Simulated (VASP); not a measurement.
MgB2:

```xyz
3
Lattice="3.0729 0.0000 0.0000 -1.5364 2.6612 0.0000 0.0000 0.0000 3.5320" Properties=species:S:1:pos:R:3 pbc="T T T"
Mg    0.0000    0.0000    0.0000
B     0.0000    1.7741    1.7660
B     1.5364    0.8871    1.7660
```

- Program: VASP 6.6.1
- Task: relaxation of cell and atoms
- Functional: PBE
- Dispersion: D3(BJ)
- Potentials or basis: VASP PAW PBE potentials, release 64 (Mg, B)
- Cutoff: 600 eV
- k mesh: 15 × 15 × 12
- Occupations: gaussian, width 0.1 eV
- Spin: no spin polarisation

At the start: pressure -5.1 GPa; volume 9.63 Å³/atom.

Task: Where does the relaxation end?

Result: Over 5 steps the energy falls by 5.6 meV/atom and the volume is 9.29 Å³/atom (-3.5 %); space group P6/mmm (No. 191, to 0.1 Å) before and after.

The path:
```tsv
step	energy change (eV)	largest force (eV/Å)	pressure (GPa)	volume (Å³)
1	0.0000	0.0000	-5.10	28.88
2	-0.0141	0.0000	1.80	27.62
3	-0.0157	0.0000	0.03	27.92
4	-0.0167	0.0000	0.03	27.88
5	-0.0168	0.0000	0.03	27.86
```

Final structure:
```yaml
crystal:
  lattice:
    - [3.04501, 0.00000, 0.00000]
    - [-1.52250, 2.63706, 0.00000]
    - [0.00000, 0.00000, 3.46959]
  atoms:
    - { symbol: Mg, position: [0.00000, 0.00000, 0.00000] }
    - { symbol: B, position: [0.33333, 0.66667, 0.50000] }
    - { symbol: B, position: [0.66667, 0.33333, 0.50000] }
```
